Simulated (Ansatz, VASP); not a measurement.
## One calculation of TiSi2, two programs

The input INCAR:

```
ALGO = Normal ; EDIFF = 1E-7
ENCUT = 520 ; GGA = PS
ISIF = 2 ; ISMEAR = -1
LASPH = True ; LCHARG = False
LREAL = False ; LWAVE = False
NBANDS = 17 ; NELM = 80
PREC = Accurate ; SIGMA = 0.05
```

The input KPOINTS:

```
k-points
0
Gamma
  12 12 12
```

The input POSCAR:

```
TiSi2
1.0
   -1.4728720000      1.7121300000      4.2120830000
    1.4728720000     -1.7121300000      4.2120830000
    1.4728720000      1.7121300000     -4.2120830000
Ti Si
1 2
Direct
   -0.0063720000      0.0024430000      0.0062930000
    0.6832990000      0.6675750000      0.0141150000
    0.3370530000      0.3154850000     -0.0051230000
```

File input.yaml:

```yaml
crystal:
  lattice:
    - [-1.472872, 1.71213, 4.212083]
    - [1.472872, -1.71213, 4.212083]
    - [1.472872, 1.71213, -4.212083]
  atoms:
    - { symbol: Ti, position: [-0.006372, 0.002443, 0.006293] }
    - { symbol: Si, position: [0.683299, 0.667575, 0.014115] }
    - { symbol: Si, position: [0.337053, 0.315485, -0.005123] }
hamiltonian:
  xc: pbesol
  pseudopotentials: { kind: paw }
kpoints:
  mp_grid: { grid: [12, 12, 12] }
scf:
  occupations: { method: fermi_dirac, width: 0.05 }
output:
  forces: true
  stress: true
  eigenvalues: true
```

Change from the starting cell: atoms moved at random, drawn with an rms of 0.05 Å.

Alike in both runs: task single point; functional PBEsol; k mesh 12 × 12 × 12; occupations fermi-dirac, width 0.05 eV; no spin polarisation.

|  | VASP | Ansatz |
| --- | --- | --- |
| version | VASP 6.6.1 | Ansatz 0.2.0 |
| potentials or method | VASP PAW PBE potentials, release 64 (Ti_sv, Si) | Ansatz PAW |
| plane-wave cutoff (eV) | 520 | 420 |
| valence electrons in the cell | 20 | 20 |

|  | VASP | Ansatz | Ansatz less VASP |
| --- | --- | --- | --- |
| gap on the k mesh at the Fermi level (eV) | none | none | - |
| pressure (GPa) | -3.2 | -3.4 | -0.12 |
| traceless stress, the component that is largest in VASP (GPa) | 0.64 | 0.66 | +0.017 |
| rms of the force components (eV/Å) | 0.222 | 0.221 | -0.0010 |

VASP's potentials were made for PBE, not for PBEsol. Atom by atom the forces differ by 0.001 eV/Å (rms over components). A gap of «none» marks a metal or a gap that the smearing closes.
